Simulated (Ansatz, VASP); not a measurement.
## TaSi in VASP and in Ansatz

File INCAR:

```
SYSTEM = TaSi
  PREC = Accurate
  ENCUT = 520
  EDIFF = 1E-6
  ISMEAR = -1
  SIGMA = 0.05
  LREAL = .False.
  LASPH = .True.
  NELM = 80
  ALGO = Normal
  ISIF = 2
  LWAVE = .False.
  LCHARG = .False.
  GGA = PE
  NBANDS = 14
```

Contents of KPOINTS:

```
regular mesh
0
Gamma
  14 14 14
  0 0 0
```

Contents of POSCAR:

```
TaSi
1.0
    0.0000000000      2.5043346348      2.5043346348
    2.5043346348      0.0000000000      2.5043346348
    2.5043346348      2.5043346348      0.0000000000
Ta Si
1 1
Direct
    0.0000000000      0.0000000000      0.0000000000
    0.5000000000      0.5000000000      0.5000000000
```

Input for Ansatz:

```yaml
crystal:
  lattice:
    - [0.0, 2.5043346348, 2.5043346348]
    - [2.5043346348, 0.0, 2.5043346348]
    - [2.5043346348, 2.5043346348, 0.0]
  atoms:
    - { symbol: Ta, position: [0.0, 0.0, 0.0] }
    - { symbol: Si, position: [0.5, 0.5, 0.5] }
kpoints:
  mp_grid: { grid: [14, 14, 14] }
scf:
  occupations: { method: fermi_dirac, width: 0.05 }
hamiltonian:
  xc: pbe
  pseudopotentials: { kind: all_electron, lapw: { basis_error: 0.001 } }
output:
  forces: true
  stress: true
  eigenvalues: true
  populations: true
```

Change from the starting cell: volume scaled by 0.92, LAPW.

Alike in both runs: task single point; functional PBE; k mesh 14 × 14 × 14; occupations fermi-dirac, width 0.05 eV; no spin polarisation.

|  | VASP | Ansatz |
| --- | --- | --- |
| version | VASP 6.6.1 | Ansatz 0.2.0 |
| potentials or method | VASP PAW PBE potentials, release 64 (Ta_pv, Si), cutoff 520 eV | all-electron LAPW, scalar-relativistic |

Ansatz gave:

```
pressure (GPa) : 15.7
```

Task: Estimate VASP's values.

Result: Pressure (GPa): 16.1.

Ansatz ran all-electron here, and VASP with PAW potentials.

Spin-orbit coupling is off throughout.
